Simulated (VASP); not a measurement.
# Na12Cl in VASP: further runs, part 2 of 2

VASP 6.6.1. Earlier steps stand in the parts before.

### Step 4. Single point, PBE

The input, INCAR:

```
  PREC = Accurate
  ENCUT = 520
  EDIFF = 1E-6
  ISMEAR = 0
  SIGMA = 0.1
  LREAL = False
  LASPH = True
  NELM = 80
  ALGO = Normal
  ISIF = 2
  LWAVE = False
  LCHARG = False
  LDIPOL = True
  IDIPOL = 3
  DIPOL = 0.5 0.5 0.326
  GGA = PE
  NBANDS = 58
```

The input, KPOINTS:

```
regular mesh
0
Gamma
  3 3 1
```

The input, POSCAR:

```
Na12Cl
1.0
    8.3906381142      0.0000000000      0.0000000000
    0.0000000000      8.3906381142      0.0000000000
    0.0000000000      0.0000000000     19.6953190567
Na Cl
12 1
Direct
    0.2500000000      0.2500000000      0.2030939427
    0.2500000000      0.7500000000      0.2030939427
    0.7500000000      0.2500000000      0.2030939427
    0.7500000000      0.7500000000      0.2030939427
    0.0000000000      0.0000000000      0.3095994287
    0.0000000000      0.5000000000      0.3095994287
    0.5000000000      0.0000000000      0.3095994287
    0.5000000000      0.5000000000      0.3095994287
    0.2500000000      0.2500000000      0.4161049147
    0.2500000000      0.7500000000      0.4161049147
    0.7500000000      0.2500000000      0.4161049147
    0.7500000000      0.7500000000      0.4161049147
    0.3000000000      0.3500000000      0.5292493649
```

On the command line:

```bash
> cat potpaw_PBE.64/Na_pv/POTCAR potpaw_PBE.64/Cl/POTCAR > POTCAR
> mpirun -np 1 vasp_std > vasp.out
```

It took 16 min on 1 thread of Intel Xeon 8259CL, shared host; peak memory 1.2 GiB.

The run converged. Its results:

```
Free energy            : -17.8793 eV
Largest force          : 0.330 eV/Å
Band gap on the k mesh : zero (an odd number of electrons rules out a gap without spin polarisation)
```

Forces in eV/Å, atoms in the order of the input:
```
Na   0.000  0.002  0.047
Na  -0.005 -0.003  0.047
Na  -0.001 -0.011  0.044
Na   0.005  0.011  0.019
Na  -0.019 -0.021 -0.043
Na  -0.033  0.017 -0.061
Na   0.017 -0.029 -0.054
Na   0.024  0.018 -0.059
Na  -0.085 -0.168 -0.212
Na   0.015 -0.135  0.163
Na  -0.055  0.013  0.099
Na   0.002  0.006 -0.012
Cl   0.135  0.301  0.020
```

Levels at points of the mesh, in eV from the Fermi level:
```tsv
k point	band 42	band 43	band 44	band 45	band 46	band 47	band 48	band 49	band 50	band 51
(0.00, 0.00, 0.00)	-1.04	-0.56	-0.48	-0.39	-0.37	0.73	0.99	1.04	1.06	1.25
```

### Step 5. Single point, PBE

The input, INCAR:

```
PREC     = Accurate       # precision mode
ENCUT    = 520            # plane-wave cutoff, eV
EDIFF    = 1E-6           # SCF threshold, eV
ISMEAR   = 0              # smearing method
SIGMA    = 0.1            # smearing width, eV
LREAL    = F              # projectors in reciprocal space
LASPH    = T              # aspherical terms in the spheres
NELM     = 100            # most SCF steps
ALGO     = Normal         # electronic algorithm
ISIF     = 2              # what is computed and relaxed
LWAVE    = F              # write WAVECAR
LCHARG   = F              # write CHGCAR
LDIPOL   = T            
IDIPOL   = 3            
DIPOL    = 0.5 0.5 0.324
GGA      = PE             # functional
NBANDS   = 58             # bands
```

KPOINTS is that of step 4.

POSCAR, as its differences from that of step 4:

```diff
@@ -20,2 +20,2 @@
     0.7500000000      0.7500000000      0.4161049147
-    0.3000000000      0.3500000000      0.5292493649
+    0.3000000000      0.4500000000      0.5021601733
```

Potentials or basis: VASP PAW PBE potentials, release 64 (Na_pv, Cl).

On the command line:

```bash
> cat potpaw_PBE.64/Na_pv/POTCAR potpaw_PBE.64/Cl/POTCAR > POTCAR
> mpirun -np 1 vasp_std > vasp.out
```

OUTCAR:

```text
PREC = Accurate
   ENCUT = 520
   EDIFF = 1E-6
   ISMEAR = 0
   LREAL = F
   LASPH = T
   NELM = 100
   ISIF = 2
   GGA = PE

 ion  position               nearest neighbor table
   1  0.250  0.250  0.203-
   2  0.250  0.750  0.203-
   3  0.750  0.250  0.203-
   4  0.750  0.750  0.203-
   5  0.000  0.000  0.310-
   6  0.000  0.500  0.310-
   7  0.500  0.000  0.310-
   8  0.500  0.500  0.310-
   9  0.250  0.250  0.416-  13 2.42
  10  0.250  0.750  0.416-
  11  0.750  0.250  0.416-
  12  0.750  0.750  0.416-
  13  0.300  0.450  0.502-   9 2.42

  LATTYP: Found a simple tetragonal cell.
 ALAT       =     8.3906381142
 C/A-ratio  =     2.3472969265

  Lattice vectors:

 A1 = (   8.3906381142,   0.0000000000,   0.0000000000)
 A2 = (   0.0000000000,   8.3906381142,   0.0000000000)
 A3 = (   0.0000000000,   0.0000000000,  19.6953190567)

Analysis of symmetry for initial positions (statically):
=====================================================================
 Subroutine PRICEL returns:
 Original cell was already a primitive cell.

 Routine SETGRP: Setting up the symmetry group for a
 simple tetragonal supercell.

 Subroutine GETGRP returns: Found  1 space group operations
 (whereof  1 operations were pure point group operations)
 out of a pool of 16 trial point group operations.

The static configuration has the point symmetry C_1 .

Analysis of symmetry for dynamics (positions and initial velocities):
=====================================================================
 Subroutine PRICEL returns:
 Original cell was already a primitive cell.

 Routine SETGRP: Setting up the symmetry group for a
 simple tetragonal supercell.

 Subroutine GETGRP returns: Found  1 space group operations
 (whereof  1 operations were pure point group operations)
 out of a pool of 16 trial point group operations.

The dynamic configuration has the point symmetry C_1 .

 Subroutine INISYM returns: Found  1 space group operations
 (whereof  1 operations are pure point group operations),
 and found     1 'primitive' translations

----------------------------------------------------------------------------------------

                                     Primitive cell

  volume of cell :    1386.6058

  direct lattice vectors                    reciprocal lattice vectors
     8.390638114  0.000000000  0.000000000     0.119180447  0.000000000  0.000000000
     0.000000000  8.390638114  0.000000000     0.000000000  0.119180447  0.000000000
     0.000000000  0.000000000 19.695319057     0.000000000  0.000000000  0.050773486

  length of vectors
     8.390638114  8.390638114 19.695319057     0.119180447  0.119180447  0.050773486

[... 63 lines left out ...]
 -0.333333  0.333333  0.000000      2.000000
   k-points           NKPTS =      5   k-points in BZ     NKDIM =      5   number of bands    NBANDS=     58
   number of dos      NEDOS =    301   number of ions     NIONS =     13
   total plane-waves  NPLWV = 614400
   dimension x,y,z NGX =    64 NGY =   64 NGZ =  150
   dimension x,y,z NGXF=   128 NGYF=  128 NGZF=  300
   ions per type =              12   1
   NGX,Y,Z   is equivalent  to a cutoff of  12.68, 12.68, 12.66 a.u.
   NGXF,Y,Z  is equivalent  to a cutoff of  25.36, 25.36, 25.32 a.u.
 SYSTEM =  unknown system
   PREC   = accura    normal or accurate (medium, high low for compatibility)
   ISTART =      0    job   : 0-new  1-cont  2-samecut
   ICHARG =      2    charge: 1-file 2-atom 10-const
   ISPIN  =      1    spin polarized calculation?
   LNONCOLLINEAR =      F non collinear calculations
   LSORBIT =      F    spin-orbit coupling
   LASPH  =      T    aspherical Exc in radial PAW
   ENCUT  =  520.0 eV  38.22 Ry    6.18 a.u.  15.60 15.60 36.62*2*pi/ulx,y,z
   NELM   =    100;   NELMIN=  2; NELMDL= -5     # of ELM steps
   EDIFF  = 0.1E-05   stopping-criterion for ELM
   LREAL  =      F    real-space projection
   EDIFFG = 0.1E-04   stopping-criterion for IOM
   NSW    =      0    number of steps for IOM
   IBRION =     -1    ionic relax: 0-MD 1-quasi-New 2-CG
   NFREE  =      0    steps in history (QN), initial steepest desc. (CG)
   ISIF   =      2    stress and relaxation
   ISYM   =      2    0-nonsym 1-usesym 2-fastsym
   POTIM  = 0.5000    time-step for ionic-motion
   TEBEG  =    0.0;   TEEND  =   0.0 temperature during run
   PSTRESS=    0.0 pullay stress
   NELECT =      91.0000    total number of electrons
   NUPDOWN=      -1.0000    fix difference up-down
   EMIN   =  10.00;   EMAX   =-10.00  energy-range for DOS
   EFERMI =   0.00;   METHOD = LEGACY
   ISMEAR =     0;   SIGMA  =   0.10  broadening in eV -4-tet -1-fermi 0-gaus
   EFERMI_NEDOS =   21; number of points for ismear=-14 and -15
   IALGO  =     38    algorithm
   IMIX   =      4    mixing-type and parameters
     AMIX     =   0.40;   BMIX     =  1.00
     AMIX_MAG =   1.60;   BMIX_MAG =  1.00
  volume/ion in A,a.u.               =     106.66       719.79
  Fermi-wavevector in a.u.,A,eV,Ry     =   0.660345  1.247871  5.932897  0.436056
  Thomas-Fermi vector in A             =   1.732764
   LORBIT       =      0    0 simple, 1 ext, 2 COOP (PROOUT), +10 PAW based schemes
   GGA     = PE    functional components
   LHFCALC =     F    Hartree Fock is set to
   AEXX    =    0.0000 exact exchange contribution
   IVDW    =     0    specifies the selected vdW correction
   LEPSILON=     F    determine dielectric tensor
   LRPA    =     F    only Hartree local field effects (RPA)
 non-spin polarized calculation
 Gauss-broadening in eV      SIGMA  =   0.10
  energy-cutoff  :      520.00
  volume of cell :     1386.61
 maximum number of plane-waves:     37361
 NGX is ok and might be reduce to    64
   NGX = 31   NGY = 31   NGZ = 73

 number of electron      91.0000122 magnetization

 dipolmoment           0.000000      0.000000      0.396178 electrons x Angstroem

 Free energy of the ion-electron system (eV)
  ---------------------------------------------------
  ext. energy  EPLUGINS =         0.00000000
  ---------------------------------------------------
  free energy    TOTEN  =       -18.30617773 eV

  energy without entropy =      -18.27767638  energy(sigma->0) =      -18.29192705

 E-fermi :  -1.8786     XC(G=0):  -2.9655

 val. band max:       -1.9254227909   @ k =   0.3333   0.0000   0.0000
 cond. band min:      -1.7813728123   @ k =  -0.3333   0.3333   0.0000
 fundamental gap:      0.1440499786
 Fermi energy:        -1.8786186452

 k-point     1 :       0.0000    0.0000    0.0000
  band No.  band energies     occupation
      1     -27.2705      2.00000
      2     -27.2652      2.00000
      3     -27.2597      2.00000
      4     -27.2229      2.00000
      5     -27.2163      2.00000
      6     -27.2110      2.00000
[... 289 lines left out ...]
     56       0.7062      0.00000
     57       0.8098      0.00000
 [bands above 57 left out]

------------------------ aborting loop because EDIFF is reached ----------------------------------------

 vacuum level on the upper side and lower side of the slab       (xc-potential included)         0.425        -0.634

  FORCE on cell =-STRESS in cart. coord.  units (eV):
  Direction    XX          YY          ZZ          XY          YZ          ZX
  --------------------------------------------------------------------------------------
  -------------------------------------------------------------------------------------
  Total       -1.7728500     -1.9854482     -0.3977428      0.3211747      1.2565218      0.2555377
  in kB       -2.0484698     -2.2941200     -0.4595787      0.3711068      1.4518695      0.2952654
  external PRESSURE =      -1.6007228 kB  Pullay stress =       0.0000000 kB

 VOLUME and BASIS-vectors are now :
 -----------------------------------------------------------------------------
  energy-cutoff  :      520.00
  volume of cell :     1386.61
      direct lattice vectors                 reciprocal lattice vectors
     8.390638114  0.000000000  0.000000000     0.119180447  0.000000000  0.000000000
     0.000000000  8.390638114  0.000000000     0.000000000  0.119180447  0.000000000
     0.000000000  0.000000000 19.695319057     0.000000000  0.000000000  0.050773486

 POSITION                                       TOTAL-FORCE (eV/Angst)
 -----------------------------------------------------------------------------------
      2.09766      2.09766      4.00000        -0.001491      0.007634      0.045437
      2.09766      6.29298      4.00000        -0.004353     -0.008868      0.050195
      6.29298      2.09766      4.00000         0.000359     -0.024042      0.039405
      6.29298      6.29298      4.00000         0.003393      0.023098      0.027646
      0.00000      0.00000      6.09766        -0.013478     -0.012063     -0.026825
      0.00000      4.19532      6.09766        -0.043576      0.007243     -0.057425
      4.19532      0.00000      6.09766         0.014029     -0.018023     -0.040238
      4.19532      4.19532      6.09766         0.020267      0.005212     -0.034231
      2.09766      2.09766      8.19532        -0.107846     -0.407874     -0.258605
      2.09766      6.29298      8.19532         0.044076     -0.301977      0.279889
      6.29298      2.09766      8.19532        -0.026513     -0.001722      0.007215
      6.29298      6.29298      8.19532        -0.002339      0.017528     -0.028138
      2.51719      3.77579      9.89020         0.117473      0.713854     -0.004325
 -----------------------------------------------------------------------------------
    total drift:                                0.000001     -0.000024      0.003176

  FREE ENERGIE OF THE ION-ELECTRON SYSTEM (eV)
  ---------------------------------------------------
  free  energy   TOTEN  =       -18.3061777273 eV

  energy  without entropy=      -18.2776763803  energy(sigma->0) =      -18.29192705

 vacuum level on the upper side and lower side of the slab         1.743         0.665
```

Run time: 15 min. Hardware: 1 thread of Intel Xeon 8259CL, shared host; peak memory 1.2 GiB.

Results:

- Free energy: -18.3062 eV
- Largest force: 0.723 eV/Å
- Band gap on the k mesh: zero (an odd number of electrons rules out a gap without spin polarisation)

Forces in eV/Å, atoms in the order of the input:
```
Na  -0.001  0.008  0.045
Na  -0.004 -0.009  0.050
Na   0.000 -0.024  0.039
Na   0.003  0.023  0.028
Na  -0.013 -0.012 -0.027
Na  -0.044  0.007 -0.057
Na   0.014 -0.018 -0.040
Na   0.020  0.005 -0.034
Na  -0.108 -0.408 -0.259
Na   0.044 -0.302  0.280
Na  -0.027 -0.002  0.007
Na  -0.002  0.018 -0.028
Cl   0.117  0.714 -0.004
```

Levels at points of the mesh, in eV from the Fermi level:
| k point | band 43 | band 44 | band 45 | band 46 | band 47 | band 48 | band 49 | band 50 |
| --- | --- | --- | --- | --- | --- | --- | --- | --- |
| (0.00, 0.00, 0.00) | -0.55 | -0.51 | -0.40 | -0.32 | 0.65 | 0.93 | 1.04 | 1.09 |

### Step 6. Single point, PBE

The input, INCAR:

```
PREC = Accurate ; ENCUT = 520
EDIFF = 1E-6 ; ISMEAR = 0
SIGMA = 0.1 ; LREAL = False
LASPH = True ; NELM = 80
ALGO = Normal ; ISIF = 2
LWAVE = False ; LCHARG = False
LDIPOL = True ; IDIPOL = 3
DIPOL = 0.5 0.5 0.325 ; GGA = PE
NBANDS = 58
```

The input, KPOINTS:

```
Automatic mesh
0
Gamma
  3 3 1
```

POSCAR, as its differences from that of step 5:

```diff
@@ -20,2 +20,2 @@
     0.7500000000      0.7500000000      0.4161049147
-    0.3000000000      0.4500000000      0.5021601733
+    0.3500000000      0.4000000000      0.5116957998
```

Potentials or basis: VASP PAW PBE potentials, release 64 (Na_pv, Cl).

On the command line:

```bash
> cat potpaw_PBE.64/Na_pv/POTCAR potpaw_PBE.64/Cl/POTCAR > POTCAR
> mpirun -np 1 vasp_std > vasp.out
```

It took 15 min on 1 thread of Intel Xeon 8259CL, shared host; peak memory 1.2 GiB.

The run converged. Its results:

| Quantity | Value |
| --- | --- |
| Free energy | -18.1274 eV |
| Largest force | 0.579 eV/Å |
| Band gap on the k mesh | zero (an odd number of electrons rules out a gap without spin polarisation) |

Forces in eV/Å, atoms in the order of the input:
```
Na   0.000  0.003  0.045
Na  -0.010 -0.004  0.048
Na  -0.001 -0.017  0.044
Na   0.009  0.016  0.024
Na  -0.015 -0.015 -0.027
Na  -0.041  0.012 -0.059
Na   0.014 -0.032 -0.051
Na   0.014  0.010 -0.035
Na  -0.205 -0.302 -0.261
Na   0.051 -0.209  0.191
Na  -0.098  0.027  0.085
Na  -0.001  0.007 -0.016
Cl   0.282  0.505  0.013
```

Levels at points of the mesh, in eV from the Fermi level:
```
           k point  band 43  band 44  band 45  band 46  band 47  band 48  band 49  band 50
(0.00, 0.00, 0.00)    -0.56    -0.50    -0.41    -0.33     0.68     0.95     1.05     1.07
```

### Step 7. Overview

| cell | gap on the mesh (eV) | largest force (eV/Å) |
| --- | --- | --- |
| as given, atomic positions A | none | 0.85 |
| as given, atomic positions B | none | 0.52 |
| as given, atomic positions C | none | 0.33 |
| as given, atomic positions D | none | 0.72 |
| as given, atomic positions E | none | 0.58 |

Alike in all rows: task single point; level PBE; potentials or basis VASP PAW PBE potentials, release 64 (Na_pv, Cl); no spin polarisation; k mesh 3 × 3 × 1; cutoff (eV) 520; smearing gaussian 0.1 eV.

Absolute energies hang on the potentials; compare differences alone.

The gap in the log of VASP goes by the Fermi energy; the results here count the filled bands.